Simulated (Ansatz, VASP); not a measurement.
Sb: VASP beside Ansatz

```
Sb
1.0
    -3.15813    3.15959    1.68554
     3.15959   -3.15813    1.68554
     3.17707    3.17707   -1.68287
Sb
2
Cartesian
  -3.1580 3.1595 1.6855
  0.0097 3.1688 0.8441
```

Alike in both runs: task single point; functional RPBE; k mesh 12 × 12 × 8; occupations fermi-dirac, width 0.1 eV; no spin polarisation.

|  | VASP | Ansatz |
| --- | --- | --- |
| version | VASP 6.6.1 | Ansatz 0.2.0 |
| potentials or method | VASP PAW PBE potentials, release 64 (Sb), cutoff 520 eV | plane waves (420 eV) with PAW, scalar-relativistic |
| valence electrons in the cell | 10 | 30 |

```csv
,VASP,Ansatz,Ansatz less VASP
pressure (GPa),-4.5,-4.4,+0.10
"traceless stress, the component that is largest in VASP (GPa)",0.12,0.13,+0.005
```

VASP's potentials were made for PBE, not for RPBE. The functional is the same, so the differences come from potentials, cutoffs and numerics. VASP's potentials hold 10 valence electrons a cell and Ansatz's 30, so a difference there can come from the potentials and not from the codes.

Neither program's run includes spin-orbit coupling.
